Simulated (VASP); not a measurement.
# WSe2 in VASP: further runs, part 2 of 2

VASP 6.6.1. Earlier steps stand in the parts before.

### Step 4. Relaxation of cell and atoms, PBEsol

This run uses another cell than the first one.

File INCAR:

```
SYSTEM = WSe2
PREC = Accurate
ENCUT = 600
EDIFF = 1E-7
ISMEAR = 0
SIGMA = 0.02
LREAL = .FALSE.
LASPH = .TRUE.
NELM = 80
ALGO = Normal
ISIF = 3
LWAVE = .FALSE.
LCHARG = .FALSE.
GGA = PS
IBRION = 2
NSW = 100
EDIFFG = -0.005
LUSENCCL = .FALSE.
```

File KPOINTS:

```
Automatic mesh
0
G
  9 9 2
  0 0 0
```

File POSCAR:

```
WSe2
1.0
    3.3178532690      0.0000000000      0.0000000000
   -1.6589266345      2.8733452170      0.0000000000
    0.0000000000      0.0000000000     24.0685192700
W Se
2 4
Direct
    0.6666666700      0.3333333300      0.1415375200
    0.3333333300      0.6666666700      0.8584624800
    0.3333333300      0.6666666700      0.2105944900
    0.6666666700      0.3333333300      0.9275621000
    0.3333333300      0.6666666700      0.0724379000
    0.6666666700      0.3333333300      0.7894055100
```

Potentials or basis: VASP PAW PBE potentials, release 64 (W_sv, Se).

Command:

```sh
$ cat potpaw_PBE.64/W_sv/POTCAR potpaw_PBE.64/Se/POTCAR > POTCAR
$ mpirun -np 1 vasp_std > vasp.out
```

OUTCAR:

```text
SYSTEM = WSe2
   PREC = Accurate
   ENCUT = 600
   EDIFF = 1E-7
   ISMEAR = 0
   LREAL = .FALSE.
   LASPH = .TRUE.
   NELM = 80
   ISIF = 3
   GGA = PS
   IBRION = 2
   NSW = 100
   EDIFFG = -0.005

 ion  position               nearest neighbor table
   1  0.667  0.333  0.142-   3 2.54   3 2.54   3 2.54   5 2.54   5 2.54   5 2.54
   2  0.333  0.667  0.858-   6 2.54   6 2.54   6 2.54   4 2.54   4 2.54   4 2.54
   3  0.333  0.667  0.211-   1 2.54   1 2.54   1 2.54
   4  0.667  0.333  0.928-   2 2.54   2 2.54   2 2.54
   5  0.333  0.667  0.072-   1 2.54   1 2.54   1 2.54
   6  0.667  0.333  0.789-   2 2.54   2 2.54   2 2.54

  LATTYP: Found a hexagonal cell.
 ALAT       =     3.3178532690
 C/A-ratio  =     7.2542446331

  Lattice vectors:

 A1 = (   3.3178532690,   0.0000000000,   0.0000000000)
 A2 = (  -1.6589266345,   2.8733452170,   0.0000000000)
 A3 = (   0.0000000000,   0.0000000000,  24.0685192700)

Analysis of symmetry for initial positions (statically):
=====================================================================
 Subroutine PRICEL returns:
 Original cell was already a primitive cell.

 Routine SETGRP: Setting up the symmetry group for a
 hexagonal supercell.

 Subroutine GETGRP returns: Found 12 space group operations
 (whereof 12 operations were pure point group operations)
 out of a pool of 24 trial point group operations.

The static configuration has the point symmetry D_3d.

Analysis of symmetry for dynamics (positions and initial velocities):
=====================================================================
 Subroutine PRICEL returns:
 Original cell was already a primitive cell.

 Routine SETGRP: Setting up the symmetry group for a
 hexagonal supercell.

 Subroutine GETGRP returns: Found 12 space group operations
 (whereof 12 operations were pure point group operations)
 out of a pool of 24 trial point group operations.

The dynamic configuration has the point symmetry D_3d.

 Subroutine INISYM returns: Found 12 space group operations
 (whereof 12 operations are pure point group operations),
 and found     1 'primitive' translations

----------------------------------------------------------------------------------------

                                     Primitive cell

  volume of cell :     229.4533

  direct lattice vectors                    reciprocal lattice vectors
     3.317853269  0.000000000  0.000000000     0.301399706  0.174013201 -0.000000000
    -1.658926634  2.873345217  0.000000000     0.000000000  0.348026403  0.000000000
     0.000000000  0.000000000 24.068519270     0.000000000 -0.000000000  0.041548048

  length of vectors
     3.317853269  3.317853269 24.068519270     0.348026403  0.348026403  0.041548048

  position of ions in fractional coordinates (direct lattice)
     0.666666670  0.333333330  0.141537520
     0.333333330  0.666666670  0.858462480
     0.333333330  0.666666670  0.210594490
     0.666666670  0.333333330  0.927562100
     0.333333330  0.666666670  0.072437900
     0.666666670  0.333333330  0.789405510

  ion indices of the primitive-cell ions
   primitive index   ion index
                 1           1
                 2           2
                 3           3
                 4           4
                 5           5
                 6           6

[... 29 lines left out ...]
  0.111111  0.000000  0.000000      6.000000
  0.222222  0.000000  0.000000      6.000000
  0.333333  0.000000  0.000000      6.000000
  0.444444  0.000000  0.000000      6.000000
  0.111111  0.111111  0.000000      6.000000
[... 16 lines left out ...]
  0.333333  0.222222  0.500000     12.000000
  0.333333  0.333333  0.500000      2.000000
   k-points           NKPTS =     24   k-points in BZ     NKDIM =     24   number of bands    NBANDS=     31
   number of dos      NEDOS =    301   number of ions     NIONS =      6
   total plane-waves  NPLWV = 150528
   dimension x,y,z NGX =    28 NGY =   28 NGZ =  192
   dimension x,y,z NGXF=    56 NGYF=   56 NGZF=  384
   ions per type =               2   4
   NGX,Y,Z   is equivalent  to a cutoff of  14.03, 14.03, 13.26 a.u.
   NGXF,Y,Z  is equivalent  to a cutoff of  28.06, 28.06, 26.52 a.u.
 SYSTEM =  WSe2
   PREC   = accura    normal or accurate (medium, high low for compatibility)
   ISTART =      0    job   : 0-new  1-cont  2-samecut
   ICHARG =      2    charge: 1-file 2-atom 10-const
   ISPIN  =      1    spin polarized calculation?
   LNONCOLLINEAR =      F non collinear calculations
   LSORBIT =      F    spin-orbit coupling
   LASPH  =      T    aspherical Exc in radial PAW
   ENCUT  =  600.0 eV  44.10 Ry    6.64 a.u.   6.63  6.63 48.07*2*pi/ulx,y,z
   NELM   =     80;   NELMIN=  2; NELMDL= -5     # of ELM steps
   EDIFF  = 0.1E-06   stopping-criterion for ELM
   LREAL  =      F    real-space projection
   EDIFFG = -.5E-02   stopping-criterion for IOM
   NSW    =    100    number of steps for IOM
   IBRION =      2    ionic relax: 0-MD 1-quasi-New 2-CG
   NFREE  =      1    steps in history (QN), initial steepest desc. (CG)
   ISIF   =      3    stress and relaxation
   ISYM   =      2    0-nonsym 1-usesym 2-fastsym
   POTIM  = 0.5000    time-step for ionic-motion
   TEBEG  =    0.0;   TEEND  =   0.0 temperature during run
   PSTRESS=    0.0 pullay stress
   NELECT =      52.0000    total number of electrons
   NUPDOWN=      -1.0000    fix difference up-down
   EMIN   =  10.00;   EMAX   =-10.00  energy-range for DOS
   EFERMI =   0.00;   METHOD = LEGACY
   ISMEAR =     0;   SIGMA  =   0.02  broadening in eV -4-tet -1-fermi 0-gaus
   EFERMI_NEDOS =   21; number of points for ismear=-14 and -15
   IALGO  =     38    algorithm
   IMIX   =      4    mixing-type and parameters
     AMIX     =   0.40;   BMIX     =  1.00
     AMIX_MAG =   1.60;   BMIX_MAG =  1.00
  volume/ion in A,a.u.               =      38.24       258.07
  Fermi-wavevector in a.u.,A,eV,Ry     =   0.998109  1.886152 13.554408  0.996221
  Thomas-Fermi vector in A             =   2.130310
   LORBIT       =      0    0 simple, 1 ext, 2 COOP (PROOUT), +10 PAW based schemes
   GGA     = PS    functional components
   LHFCALC =     F    Hartree Fock is set to
   AEXX    =    0.0000 exact exchange contribution
   IVDW    =     0    specifies the selected vdW correction
   LEPSILON=     F    determine dielectric tensor
   LRPA    =     F    only Hartree local field effects (RPA)
 conjugate gradient relaxation of ions
 non-spin polarized calculation
 Gauss-broadening in eV      SIGMA  =   0.02
  energy-cutoff  :      600.00
  volume of cell :      229.45
 maximum number of plane-waves:      7740
 NGX is ok and might be reduce to    28
   NGX = 13   NGY = 13   NGZ = 97

--------------------------------------- Ionic step        1  -------------------------------------------

 number of electron      52.0000000 magnetization

 Free energy of the ion-electron system (eV)
  ---------------------------------------------------
  ext. energy  EPLUGINS =         0.00000000
  ---------------------------------------------------
  free energy    TOTEN  =       -46.47548183 eV

  energy without entropy =      -46.47548183  energy(sigma->0) =      -46.47548183

------------------------ aborting loop because EDIFF is reached ----------------------------------------

  FORCE on cell =-STRESS in cart. coord.  units (eV):
  Direction    XX          YY          ZZ          XY          YZ          ZX
  --------------------------------------------------------------------------------------
  -------------------------------------------------------------------------------------
  Total       -2.5112519     -2.5112519     -0.5987413      0.0000000     -0.0000000      0.0000000
  in kB      -17.5350297    -17.5350297     -4.1807618      0.0000000     -0.0000000      0.0000000
  external PRESSURE =     -13.0836071 kB  Pullay stress =       0.0000000 kB
[... 101 lines left out ...]
  FREE ENERGIE OF THE ION-ELECTRON SYSTEM (eV)
  ---------------------------------------------------
  free  energy   TOTEN  =       -46.4995652174 eV

  energy  without entropy=      -46.4995652174  energy(sigma->0) =      -46.49956522

[... ionic steps 4 to 20 ...]

--------------------------------------- Ionic step       21  -------------------------------------------

 number of electron      52.0000001 magnetization

------------------------ aborting loop because EDIFF is reached ----------------------------------------
[... 75 lines left out ...]
--------------------------------------- Ionic step       23  -------------------------------------------

 number of electron      52.0000001 magnetization

 Free energy of the ion-electron system (eV)
  ---------------------------------------------------
  ext. energy  EPLUGINS =         0.00000000
  ---------------------------------------------------
  free energy    TOTEN  =       -46.51273264 eV

  energy without entropy =      -46.51273264  energy(sigma->0) =      -46.51273264

 E-fermi :   1.1257     XC(G=0):  -6.4727

 val. band max:        1.0135118678   @ k =   0.3333   0.3333   0.5000
 cond. band min:       2.5134022956   @ k =   0.2222   0.1111   0.0000
 fundamental gap:      1.4998904278
 Fermi energy:         1.1256917155

 k-point     1 :       0.0000    0.0000    0.0000
  band No.  band energies     occupation
      1     -72.9848      2.00000
      2     -72.9848      2.00000
      3     -37.2472      2.00000
      4     -37.2472      2.00000
      5     -37.0985      2.00000
      6     -37.0985      2.00000
[... 838 lines left out ...]
  FREE ENERGIE OF THE ION-ELECTRON SYSTEM (eV)
  ---------------------------------------------------
  free  energy   TOTEN  =       -46.5127326420 eV

  energy  without entropy=      -46.5127326420  energy(sigma->0) =      -46.51273264

 reached required accuracy - stopping structural energy minimisation
```

It took 31 min on 1 × NVIDIA H100 80GB with 1 thread of AMD EPYC 7R13 (Zen 3), shared host; peak memory 1.4 GiB.

Results:

| Quantity | Value |
| --- | --- |
| Free energy | -46.5127 eV |
| Relaxed cell | a = 3.273 Å, b = 3.273 Å, c = 23.511 Å, α = 90.00°, β = 90.00°, γ = 120.00° |
| Space group after relaxing (to 0.1 Å) | P-3m1 (No. 164) |
| Energy gained by relaxing | 6.2 meV/atom |
| Ionic steps | 23 |
| Band gap on the k mesh | 1.50 eV (least direct gap 1.64 eV) |

The path:
| step | energy change (eV) | largest force (eV/Å) | pressure (GPa) | volume (Å³) |
| --- | --- | --- | --- | --- |
| 1 | 0.0000 | 0.0723 | -1.31 | 229.45 |
| 2 | 0.0132 | 0.6152 | 2.28 | 219.22 |
| 3 | -0.0241 | 0.2440 | 0.21 | 224.81 |
| 4 | -0.0314 | 0.0643 | -0.10 | 224.02 |
| 5 | -0.0325 | 0.0289 | -0.02 | 224.24 |
| 6 | -0.0327 | 0.0340 | -0.01 | 224.07 |
| 7 | -0.0331 | 0.0494 | 0.03 | 223.59 |
| 8 | -0.0337 | 0.0803 | 0.12 | 222.62 |
| 9 | -0.0341 | 0.1424 | 0.30 | 220.69 |
| 10 | -0.0341 | 0.1421 | 0.30 | 220.67 |
| 11 | -0.0341 | 0.1410 | 0.30 | 220.63 |
| 12 | -0.0342 | 0.1391 | 0.29 | 220.54 |
| 13 | -0.0344 | 0.1350 | 0.29 | 220.37 |
| 14 | -0.0348 | 0.1271 | 0.27 | 220.03 |
| 15 | -0.0354 | 0.1177 | 0.24 | 219.34 |
| 16 | -0.0362 | 0.1222 | 0.18 | 217.96 |
| 17 | -0.0362 | 0.1248 | 0.15 | 217.29 |
| 18 | -0.0366 | 0.0901 | 0.11 | 217.50 |
| 19 | -0.0371 | 0.0252 | -0.03 | 218.09 |
| 20 | -0.0372 | 0.0165 | -0.01 | 218.08 |
| 21 | -0.0372 | 0.0126 | 0.03 | 218.07 |
| 22 | -0.0372 | 0.0060 | 0.01 | 218.12 |
| 23 | -0.0373 | 0.0014 | 0.00 | 218.16 |

Final structure:
```xyz
6
Lattice="3.2733 0.0000 0.0000 -1.6367 2.8348 0.0000 0.0000 0.0000 23.5114" Properties=species:S:1:pos:R:3 pbc="T T T"
W     1.6367    0.9449    3.3061
W     0.0000    1.8898   20.2053
Se    0.0000    1.8898    4.9807
Se    1.6367    0.9449   21.8823
Se    0.0000    1.8898    1.6291
Se    1.6367    0.9449   18.5307
```

Levels at points of the mesh, in eV from the valence-band top:
```csv
k point,band 22,band 23,band 24,band 25,band 26,band 27,band 28,band 29,band 30,band 31
"(0.00, 0.00, 0.00)",-1.23,-1.21,-1.21,-0.63,-0.01,2.98,2.98,3.01,3.01,3.15
"(0.00, 0.00, 0.50)",-1.23,-1.21,-1.21,-0.63,-0.01,2.98,2.98,3.01,3.01,3.15
```

Caveat: there is no dipole correction, which matters where the two faces differ; the PAW data sets were made with another functional, which shifts forces and pressure a little; spin-orbit coupling is left out, which moves the levels of the heavy elements.

### Step 5. The runs side by side

```tsv
task	cell	cutoff (eV)	smearing	gap on the mesh (eV)	largest force (eV/Å)
single point	a = 3.271, b = 3.271, c = 23.987 Å, angles 90.0, 90.0, 120.0°, 6 atoms, atomic positions A	520	gaussian 0.02 eV	1.51	0.06
single point	a = 3.271, b = 3.271, c = 23.987 Å, angles 90.0, 90.0, 120.0°, 6 atoms, atomic positions A	520	gaussian 0.05 eV	1.51	0.06
relaxation of cell and atoms	relaxed from a = 3.318, b = 3.318, c = 24.069 Å, angles 90.0, 90.0, 120.0°, 6 atoms, atomic positions B	600	gaussian 0.02 eV	1.50	-
```

Alike in all rows: level PBEsol; potentials or basis VASP PAW PBE potentials, release 64 (W_sv, Se); no spin polarisation; k mesh 9 × 9 × 2.

Caveats: there is no dipole correction, which matters where the two faces differ; the PAW data sets were made with another functional, which shifts forces and pressure a little; spin-orbit coupling is left out, which moves the levels of the heavy elements.

Absolute energies hang on the potentials; compare differences alone.
